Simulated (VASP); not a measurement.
# AlIn (P6/mmm) in VASP: relaxation of cell and atoms with PBEsol-based screened hybrid with 25 % exact exchange

Aim: the relaxation of cell and atoms of AlIn with PBEsol-based screened hybrid with 25 % exact exchange.

All numbers are computed with VASP 6.6.1; they aren't measurements. Logs are shortened: lines on timing, memory, paths and dates and some standing lists are left out, and cuts for length are marked.

**1. The cell of the first run**

Symmetry: P6/mmm, No. 191, hexagonal system. Conventional cell: a = 3.054 Å, b = 3.054 Å, c = 5.828 Å, α = 90.00°, β = 90.00°, γ = 120.00°. Al (site symmetry 6/mmm) has 2 In at 2.91 Å and 6 Al at 3.05 Å within 3.8 Å. Within 3.8 Å of In (site symmetry 6/mmm) lie 2 Al at 2.91 Å and 6 In at 3.05 Å.

**2. Relaxation of cell and atoms, PBEsol-based screened hybrid with 25 % exact exchange**

POSCAR reads:

```
AlIn
1.0
    3.0541300000      0.0000000000      0.0000000000
   -1.5270700000      2.6449600000      0.0000000000
    0.0000000000      0.0000000000      5.8280200000
Al In
1 1
Direct
    0.0000000000      0.0000000000      0.0000000000
    0.0000000000      0.0000000000      0.5000000000
```

INCAR.step1 reads:

```
SYSTEM = AlIn
  PREC = Accurate
  ENCUT = 600
  EDIFF = 1E-5
  ISMEAR = -1
  SIGMA = 0.05
  LREAL = .False.
  LASPH = .True.
  NELM = 100
  ALGO = Normal
  LWAVE = .True.
  LCHARG = .False.
  GGA = PE
  NBANDS = 15
```

INCAR.step2 reads:

```
SYSTEM = AlIn
  PREC = Accurate
  ENCUT = 600
  EDIFF = 1E-6
  ISMEAR = -1
  SIGMA = 0.05
  LREAL = .False.
  LASPH = .True.
  NELM = 100
  ALGO = Normal
  ISIF = 3
  LWAVE = .False.
  LCHARG = .False.
  GGA = PS
  LHFCALC = .True.
  AEXX = 0.25
  HFSCREEN = 0.207
  PRECFOCK = Normal
  IBRION = 2
  NSW = 60
  EDIFFG = -0.01
  ISTART = 1
```

KPOINTS reads:

```
regular mesh
0
Gamma
  5 5 3
  0 0 0
```

Potentials or basis: VASP PAW PBE potentials, release 64 (Al, In_d).

Launch:

```console
cat potpaw_PBE.64/Al/POTCAR potpaw_PBE.64/In_d/POTCAR > POTCAR
cp INCAR.step1 INCAR
mpirun -np 1 vasp_std > vasp.out
cp INCAR.step2 INCAR
mpirun -np 1 vasp_std > vasp.out
```

OUTCAR:

```text
SYSTEM = AlIn
   PREC = Accurate
   ENCUT = 600
   EDIFF = 1E-6
   ISMEAR = -1
   LREAL = .False.
   LASPH = .True.
   NELM = 100
   ISIF = 3
   GGA = PS
   LHFCALC = .True.
   AEXX = 0.25
   HFSCREEN = 0.207
   PRECFOCK = Normal
   IBRION = 2
   NSW = 60
   EDIFFG = -0.01
   ISTART = 1

 ion  position               nearest neighbor table
   1  0.000  0.000  0.000-   2 2.91   2 2.91
   2  0.000  0.000  0.500-   1 2.91   1 2.91

  LATTYP: Found a hexagonal cell.
 ALAT       =     3.0541300000
 C/A-ratio  =     1.9082422818

  Lattice vectors:

 A1 = (   3.0541300000,   0.0000000000,   0.0000000000)
 A2 = (  -1.5270700000,   2.6449600000,   0.0000000000)
 A3 = (   0.0000000000,   0.0000000000,   5.8280200000)

Analysis of symmetry for initial positions (statically):
=====================================================================
 Subroutine PRICEL returns:
 Original cell was already a primitive cell.

 Routine SETGRP: Setting up the symmetry group for a
 hexagonal supercell.

 Subroutine GETGRP returns: Found 24 space group operations
 (whereof 24 operations were pure point group operations)
 out of a pool of 24 trial point group operations.

The static configuration has the point symmetry D_6h.

Analysis of symmetry for dynamics (positions and initial velocities):
=====================================================================
 Subroutine PRICEL returns:
 Original cell was already a primitive cell.

 Routine SETGRP: Setting up the symmetry group for a
 hexagonal supercell.

 Subroutine GETGRP returns: Found 24 space group operations
 (whereof 24 operations were pure point group operations)
 out of a pool of 24 trial point group operations.

The dynamic configuration has the point symmetry D_6h.

 Subroutine INISYM returns: Found 24 space group operations
 (whereof 24 operations are pure point group operations),
 and found     1 'primitive' translations

----------------------------------------------------------------------------------------

                                     Primitive cell

  volume of cell :      47.0790

  direct lattice vectors                    reciprocal lattice vectors
     3.054130000  0.000000000  0.000000000     0.327425486  0.189039395  0.000000000
    -1.527070000  2.644960000  0.000000000     0.000000000  0.378077551  0.000000000
     0.000000000  0.000000000  5.828020000     0.000000000  0.000000000  0.171584861

  length of vectors
     3.054130000  3.054137552  5.828020000     0.378078486  0.378077551  0.171584861

  position of ions in fractional coordinates (direct lattice)
     0.000000000  0.000000000  0.000000000
     0.000000000  0.000000000  0.500000000

  ion indices of the primitive-cell ions
   primitive index   ion index
                 1           1
                 2           2

----------------------------------------------------------------------------------------

 KPOINTS: regular mesh

Automatic generation of k-mesh.
 Grid dimensions read from file:
 generate k-points for:    5    5    3

 Generating k-lattice:

  Cartesian coordinates                     Fractional coordinates (reciprocal lattice)
     0.065485097  0.037807879  0.000000000     0.200000000  0.000000000  0.000000000
     0.000000000  0.075615510  0.000000000     0.000000000  0.200000000  0.000000000
     0.000000000  0.000000000  0.057194954     0.000000000  0.000000000  0.333333333

  Length of vectors
     0.075615697  0.075615510  0.057194954

  Shift w.r.t. Gamma in fractional coordinates (k-lattice)
     0.000000000  0.000000000  0.000000000

 Subroutine IBZKPT returns following result:
 ===========================================

 Found     10 irreducible k-points:

 Following reciprocal coordinates:
            Coordinates               Weight
  0.000000  0.000000  0.000000      1.000000
  0.200000  0.000000  0.000000      6.000000
  0.400000  0.000000  0.000000      6.000000
  0.200000  0.200000  0.000000      6.000000
  0.400000  0.200000  0.000000      6.000000
  0.000000  0.000000  0.333333      2.000000
  0.200000  0.000000  0.333333     12.000000
  0.400000  0.000000  0.333333     12.000000
  0.200000  0.200000  0.333333     12.000000
  0.400000  0.200000  0.333333     12.000000
   k-points           NKPTS =     10   k-points in BZ     NKDIM =     75   number of bands    NBANDS=     12
   number of dos      NEDOS =    301   number of ions     NIONS =      2
   total plane-waves  NPLWV =  27648
   dimension x,y,z NGX =    24 NGY =   24 NGZ =   48
   dimension x,y,z NGXF=    48 NGYF=   48 NGZF=   96
   ions per type =               1   1
   NGX,Y,Z   is equivalent  to a cutoff of  13.06, 13.06, 13.69 a.u.
   NGXF,Y,Z  is equivalent  to a cutoff of  26.13, 26.13, 27.38 a.u.
 SYSTEM =  AlIn
   PREC   = accura    normal or accurate (medium, high low for compatibility)
   ISTART =      1    job   : 0-new  1-cont  2-samecut
   ICHARG =      0    charge: 1-file 2-atom 10-const
   ISPIN  =      1    spin polarized calculation?
   LNONCOLLINEAR =      F non collinear calculations
   LSORBIT =      F    spin-orbit coupling
   LASPH  =      T    aspherical Exc in radial PAW
   ENCUT  =  600.0 eV  44.10 Ry    6.64 a.u.   6.10  6.10 11.64*2*pi/ulx,y,z
   NELM   =    100;   NELMIN=  2; NELMDL=  0     # of ELM steps
   EDIFF  = 0.1E-05   stopping-criterion for ELM
   LREAL  =      F    real-space projection
   EDIFFG = -.1E-01   stopping-criterion for IOM
   NSW    =     60    number of steps for IOM
   IBRION =      2    ionic relax: 0-MD 1-quasi-New 2-CG
   NFREE  =      1    steps in history (QN), initial steepest desc. (CG)
   ISIF   =      3    stress and relaxation
   ISYM   =      3    0-nonsym 1-usesym 2-fastsym
   POTIM  = 0.5000    time-step for ionic-motion
   TEBEG  =    0.0;   TEEND  =   0.0 temperature during run
   PSTRESS=    0.0 pullay stress
   NELECT =      16.0000    total number of electrons
   NUPDOWN=      -1.0000    fix difference up-down
   EMIN   =  10.00;   EMAX   =-10.00  energy-range for DOS
   EFERMI =   0.00;   METHOD = LEGACY
   ISMEAR =    -1;   SIGMA  =   0.05  broadening in eV -4-tet -1-fermi 0-gaus
   EFERMI_NEDOS =   21; number of points for ismear=-14 and -15
   IALGO  =     38    algorithm
   IMIX   =      1    mixing-type and parameters
     AMIX     =   0.40;   BMIX     =  1.00
     AMIX_MAG =   1.60;   BMIX_MAG =  1.00
  volume/ion in A,a.u.               =      23.54       158.85
  Fermi-wavevector in a.u.,A,eV,Ry     =   1.142455  2.158926 17.758357  1.305202
  Thomas-Fermi vector in A             =   2.279152
   LORBIT       =      0    0 simple, 1 ext, 2 COOP (PROOUT), +10 PAW based schemes
   GGA     = PS    functional components
   LHFCALC =     T    Hartree Fock is set to
   PRECFOCK=normal    Normal, Fast or Accurate (Low or Medium for compatibility)
   ENCUT4O =  -1.0   cutoff for four orbital integrals eV
   NKREDX  =     1    reduce k-point grid by
   NKREDY  =     1    reduce k-point grid by
   NKREDZ  =     1    reduce k-point grid by
   AEXX    =    0.2500 exact exchange contribution
   HFSCREEN=    0.2070 screening length (either q_TF or 0.3 A-1)
   HFSCREENC=   0.2070 screening length for correlation (either q_TF or 0.3 A-1)
   ENCUTFOCK=  -1.0 apply spherical cutoff to Coloumb kernel
   IVDW    =     0    specifies the selected vdW correction
   LEPSILON=     F    determine dielectric tensor
   LRPA    =     F    only Hartree local field effects (RPA)
 conjugate gradient relaxation of ions
 non-spin polarized calculation
  energy-cutoff  :      600.00
  volume of cell :       47.08
 maximum number of plane-waves:      1590
  NGX = 20; NGY = 20; NGZ = 36

--------------------------------------- Ionic step        1  -------------------------------------------

 number of electron      15.9999997 magnetization

 Free energy of the ion-electron system (eV)
  ---------------------------------------------------
  ext. energy  EPLUGINS =         0.00000000
  ---------------------------------------------------
  free energy    TOTEN  =        -7.16499986 eV

  energy without entropy =       -7.16445807  energy(sigma->0) =       -7.16472896

------------------------ aborting loop because EDIFF is reached ----------------------------------------

  FORCE on cell =-STRESS in cart. coord.  units (eV):
  Direction    XX          YY          ZZ          XY          YZ          ZX
  --------------------------------------------------------------------------------------
  -------------------------------------------------------------------------------------
  Total       -1.5538607     -1.5538676     -0.2126031      0.0000029      0.0000000     -0.0000000
  in kB      -52.8804338    -52.8806670     -7.2352320      0.0001000      0.0000000     -0.0000000
  external PRESSURE =     -37.6654443 kB  Pullay stress =       0.0000000 kB

 VOLUME and BASIS-vectors are now :
 -----------------------------------------------------------------------------
  energy-cutoff  :      600.00
  volume of cell :       47.08
      direct lattice vectors                 reciprocal lattice vectors
     3.054130000  0.000000000  0.000000000     0.327425486  0.189039395  0.000000000
    -1.527070000  2.644960000  0.000000000     0.000000000  0.378077551  0.000000000
     0.000000000  0.000000000  5.828020000     0.000000000  0.000000000  0.171584861
[... 217 lines left out ...]
 POSITION                                       TOTAL-FORCE (eV/Angst)
 -----------------------------------------------------------------------------------
      0.00000      0.00000     -0.00000        -0.000000      0.000000      0.000000
      0.00000     -0.00000      2.89046         0.000000     -0.000000      0.000000
 -----------------------------------------------------------------------------------
    total drift:                               -0.000002      0.000036      0.000360

  FREE ENERGIE OF THE ION-ELECTRON SYSTEM (eV)
  ---------------------------------------------------
  free  energy   TOTEN  =        -7.2118947143 eV

  energy  without entropy=       -7.2116210152  energy(sigma->0) =       -7.21175786

--------------------------------------- Ionic step        8  -------------------------------------------

 number of electron      16.0000002 magnetization

 Free energy of the ion-electron system (eV)
  ---------------------------------------------------
  ext. energy  EPLUGINS =         0.00000000
  ---------------------------------------------------
  free energy    TOTEN  =        -7.21191427 eV

  energy without entropy =       -7.21164556  energy(sigma->0) =       -7.21177992

 E-fermi :   6.9090     XC(G=0):  -8.4428

 val. band max:        6.5693510623   @ k =   0.2000   0.0000   0.3333
 cond. band min:       7.2142422339   @ k =   0.4000   0.2000   0.0000
 fundamental gap:      0.6448911716
 Fermi energy:         6.9090302635

 k-point     1 :       0.0000    0.0000    0.0000
  band No.  band energies     occupation
      1      -9.9293      2.00000
      2      -9.7355      2.00000
      3      -9.7355      2.00000
      4      -9.2295      2.00000
      5      -9.2295      2.00000
      6      -4.2704      2.00000
      7       0.3931      2.00000
      8       2.2026      2.00000
      9      15.2262      0.00000
     10      17.1500      0.00000
     11      19.1837      0.00000
     12      19.1837      0.00000

 k-point     2 :       0.2000    0.0000    0.0000
  band No.  band energies     occupation
      1      -9.9003      2.00000
      2      -9.6570      2.00000
      3      -9.4960      2.00000
      4      -9.4019      2.00000
      5      -9.2635      2.00000
      6      -3.1991      2.00000
      7       1.3991      2.00000
      8       3.3376      2.00000
      9      12.5803      0.00000
     10      16.2866      0.00000
     11      16.3710      0.00000
     12      16.6959      0.00000
[... 140 lines left out ...]
 POSITION                                       TOTAL-FORCE (eV/Angst)
 -----------------------------------------------------------------------------------
      0.00000     -0.00000      5.77988         0.000000     -0.000000      0.000000
     -1.48315      2.56889      2.88994        -0.000000      0.000000      0.000000
 -----------------------------------------------------------------------------------
    total drift:                               -0.000000      0.000000     -0.000018

  FREE ENERGIE OF THE ION-ELECTRON SYSTEM (eV)
  ---------------------------------------------------
  free  energy   TOTEN  =        -7.2119142673 eV

  energy  without entropy=       -7.2116455643  energy(sigma->0) =       -7.21177992

 reached required accuracy - stopping structural energy minimisation
```

It took 45 min on 1 thread of Intel Xeon Platinum 8488C (Sapphire Rapids), shared host; peak memory 0.28 GiB.

Results:

```yaml
Free_energy: -7.2119 eV
Relaxed_volume: 22.02 Å³/atom
Relaxed_cell: a = 2.966 Å, b = 2.966 Å, c = 5.780 Å, α = 90.00°, β = 90.00°, γ = 120.00°
Space_group_after_relaxing_to_0.1_Å: P6/mmm (No. 191)
Energy_gained_by_relaxing: 23.5 meV/atom
Ionic_steps: 8
Pressure_after_relaxing: 0.0 GPa
Band_gap_on_the_k_mesh: zero (bands 8 and 9 overlap by 2.46 eV)
```

The path:
| step | energy change (eV) | largest force (eV/Å) | pressure (GPa) | volume (Å³) |
| --- | --- | --- | --- | --- |
| 1 | 0.0000 | 0.0000 | -3.77 | 47.08 |
| 2 | -0.0409 | 0.0000 | 1.07 | 43.39 |
| 3 | -0.0463 | 0.0000 | -0.26 | 44.27 |
| 4 | -0.0463 | 0.0000 | -0.35 | 44.32 |
| 5 | -0.0468 | 0.0000 | 0.01 | 44.04 |
| 6 | -0.0469 | 0.0000 | -0.08 | 44.12 |
| 7 | -0.0469 | 0.0000 | -0.10 | 44.13 |
| 8 | -0.0469 | 0.0000 | 0.01 | 44.04 |

Final structure:
```
CELL_PARAMETERS angstrom
2.96629 0.00000 0.00000
-1.48315 2.56889 0.00000
0.00000 0.00000 5.77988
ATOMIC_POSITIONS crystal
Al 0.00000 0.00000 0.00000
In 0.00000 0.00000 0.50000
```

Caveat: the k points lie up to 0.49 Å⁻¹ apart in the final cell, too coarse for converged energies and pressures of a metal; the PAW data sets were made with another functional, which shifts forces and pressure a little; spin-orbit coupling is left out, which moves the levels of the heavy elements.

The gap in the log of VASP goes by the Fermi energy; the results here count the filled bands.